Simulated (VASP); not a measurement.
SiF:

```xyz
4
Lattice="4.0243 0.0000 0.0000 -2.0122 3.4852 0.0000 0.0000 0.0000 6.7049" Properties=species:S:1:pos:R:3 pbc="T T T"
Si    2.0122    1.1617    6.3514
Si    0.0000    2.3234    0.3535
F     2.0122    1.1617    4.7032
F     0.0000    2.3234    2.0017
```

| Item | Value |
| --- | --- |
| Program | VASP 6.6.1 |
| Task | relaxation of shape and atoms at fixed volume |
| Functional | PBE |
| Potentials or basis | VASP PAW PBE potentials, release 64 (Si, F) |
| Cutoff | 600 eV |
| k mesh | 12 × 12 × 6 |
| Occupations | gaussian, width 0.02 eV |
| Spin | no spin polarisation |

At the start: pressure -2.1 GPa; volume 23.51 Å³/atom.

Task: Where does the relaxation end?

Result: Over 11 steps the energy falls by 4.3 meV/atom; space group P-3m1 (No. 164, to 0.1 Å) before and after.

Step by step:
```tsv
step	energy change (eV)	largest force (eV/Å)	pressure (GPa)	volume (Å³)
1	0.0000	0.4191	-2.13	94.04
2	0.0172	0.9441	-0.27	94.04
3	-0.0037	0.1582	-1.62	94.04
4	-0.0068	0.0893	-1.45	94.04
5	-0.0101	0.1045	-1.04	94.04
6	-0.0131	0.0626	-0.82	94.04
7	-0.0169	0.1016	-0.17	94.04
8	-0.0078	0.4967	-0.86	94.04
9	-0.0172	0.0232	-0.29	94.04
10	-0.0172	0.0213	-0.29	94.04
11	-0.0173	0.0071	-0.31	94.04
```

Final structure:
```xyz
4
Lattice="3.9725 0.0000 0.0000 -1.9862 3.4403 0.0000 0.0000 0.0000 6.8810" Properties=species:S:1:pos:R:3 pbc="T T T"
Si    1.9862    1.1468    6.5330
Si    0.0000    2.2935    0.3480
F     1.9862    1.1468    4.8986
F     0.0000    2.2935    1.9823
```

Where two steps share one volume, the run began anew on that cell with a basis built for it.
